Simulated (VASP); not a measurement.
Set up this calculation in VASP 6.6.1, as the native input.

```yaml
Task: electric field gradients
Functional: PBEsol
Potentials_or_basis: VASP PAW PBE potentials, release 64 (Ti_sv, Au)
Cutoff: 520 eV
k_mesh: 10 × 10 × 10
Occupations: fermi-dirac, width 0.08 eV
Spin: no spin polarisation
Dipole_correction: no
Further_INCAR_settings: ALGO = Normal; EDIFF = 1e-08; NBANDS = 18
```

The structure of TiAu lies in POSCAR:

```
TiAu
1.0
    3.2540000000      0.0000000000      0.0000000000
    0.0000000000      3.2540000000      0.0000000000
    0.0000000000      0.0000000000      3.2540000000
Ti Au
1 1
Direct
    0.5000000000      0.5000000000      0.5000000000
    0.0000000000      0.0000000000      0.0000000000
```

The input as run:

INCAR

```
PREC = Accurate
ENCUT = 520
EDIFF = 1E-8
ISMEAR = -1
SIGMA = 0.08
LREAL = False
LASPH = True
NELM = 80
ALGO = Normal
ISIF = 2
LWAVE = False
LCHARG = False
GGA = PS
LEFG = True
NBANDS = 18
```

KPOINTS

```
Automatic mesh
0
Gamma
  10 10 10
```

Potentials or basis: VASP PAW PBE potentials, release 64 (Ti_sv, Au).

Run with:

```sh
$ cat potpaw_PBE.64/Ti_sv/POTCAR potpaw_PBE.64/Au/POTCAR > POTCAR
$ mpirun -np 1 vasp_std > vasp.out
```

Results of the run:

```
Pressure : -4.9 GPa
```

Caveat: without QUAD_EFG the Cq values of the log hold for a quadrupole moment of 1 mb, not for the nuclei; the PAW data sets were made with another functional, which shifts forces and pressure a little.

Run time: 32 s on 1 thread of Intel(R) Xeon(R) Platinum 8259CL CPU @ 2.50GHz (Skylake/Cascade Lake), on a shared host, peak memory 0.16 GiB.
